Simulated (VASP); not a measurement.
Crystal: C3N.

```
CELL_PARAMETERS angstrom
2.49370 0.00000 0.00000
0.07418 3.68725 0.00000
0.33978 0.57801 6.11992
ATOMIC_POSITIONS crystal
C 0.37117 0.77017 0.17981
C 0.95990 0.03743 0.72744
C 0.89234 0.72561 0.85105
C 0.37925 0.47156 0.54248
C 0.38463 0.76600 0.40642
C 0.88495 0.43040 0.69978
N 0.25626 0.07095 0.51483
N 0.87150 0.72787 0.07818
```

```yaml
Program: VASP 6.6.1
Task: relaxation of cell and atoms
Functional: PBE
Potentials_or_basis: VASP PAW PBE potentials, release 64 (C, N)
Cutoff: 600 eV
k_mesh: 8 × 6 × 4
Occupations: gaussian, width 0.1 eV
Spin: no spin polarisation
```

At the start: pressure 27.7 GPa; volume 7.03 Å³/atom.

Q: How do energy, volume and symmetry change on relaxing?

A: Over 35 steps the energy falls by 161.1 meV/atom and the volume is 7.57 Å³/atom (+7.7 %); space group P1 (No. 1, to 0.1 Å) before and after.

The path:
```
step  energy change (eV)  largest force (eV/Å)  pressure (GPa)  volume (Å³)
   1              0.0000                8.2815           27.69        56.27
   2              2.5487                6.9358           -9.65        66.64
   3              0.3471                5.6925           -4.49        62.37
   4             -0.5603                4.1177            1.67        60.11
   5             -0.7753                1.5372           16.26        57.40
   6             -0.8594                2.7969            8.80        58.55
   7             -0.8686                2.4547           10.22        58.30
   8             -0.7253                3.7819          -12.78        63.07
   9             -1.0903                1.2817           -1.39        60.29
  10             -1.1379                1.3252           -1.58        60.76
  11             -1.1614                0.6206           -1.67        60.58
  12             -1.2074                0.7421            0.63        60.25
  13             -1.2083                0.8894            1.01        60.20
  14             -1.2379                0.4403            1.02        60.25
  15             -1.2380                0.4631            1.03        60.25
  16             -1.2552                0.4720           -0.58        60.58
  17             -1.2552                0.4384           -0.51        60.57
  18             -1.2647                0.6576           -0.60        60.69
  19             -1.2660                0.4181           -0.58        60.66
  20             -1.2757                0.3059            0.14        60.58
  21             -1.2757                0.3015            0.13        60.58
  22             -1.2815                0.1992            0.14        60.58
  23             -1.2815                0.2323            0.14        60.57
  24             -1.2853                0.1633           -0.34        60.61
  25             -1.2853                0.1570           -0.32        60.61
  26             -1.2873                0.0959            0.26        60.54
  27             -1.2873                0.0958            0.24        60.54
  28             -1.2882                0.0741            0.09        60.58
  29             -1.2882                0.0751            0.09        60.58
  30             -1.2886                0.0436           -0.11        60.61
  31             -1.2886                0.0527           -0.13        60.62
  32             -1.2887                0.0493           -0.04        60.61
  33             -1.2887                0.0408           -0.05        60.61
  34             -1.2888                0.0443            0.06        60.59
  35             -1.2888                0.0381            0.05        60.59
```

Final structure:
```cif
data_structure
_symmetry_space_group_name_H-M 'P 1'
_symmetry_Int_Tables_number 1
_cell_length_a 2.5324
_cell_length_b 3.7601
_cell_length_c 6.3642
_cell_angle_alpha 89.505
_cell_angle_beta 89.317
_cell_angle_gamma 89.463
_cell_volume 60.59
loop_
_atom_site_label
_atom_site_type_symbol
_atom_site_fract_x
_atom_site_fract_y
_atom_site_fract_z
_atom_site_occupancy
C1 C 0.35779 0.75500 0.17642 1
C2 C 0.99953 0.05072 0.72428 1
C3 C 0.90589 0.75588 0.84437 1
C4 C 0.38507 0.44048 0.55490 1
C5 C 0.35012 0.74709 0.40255 1
C6 C 0.89309 0.44187 0.70461 1
N1 N 0.24831 0.05108 0.52448 1
N2 N 0.86020 0.75787 0.06840 1
```
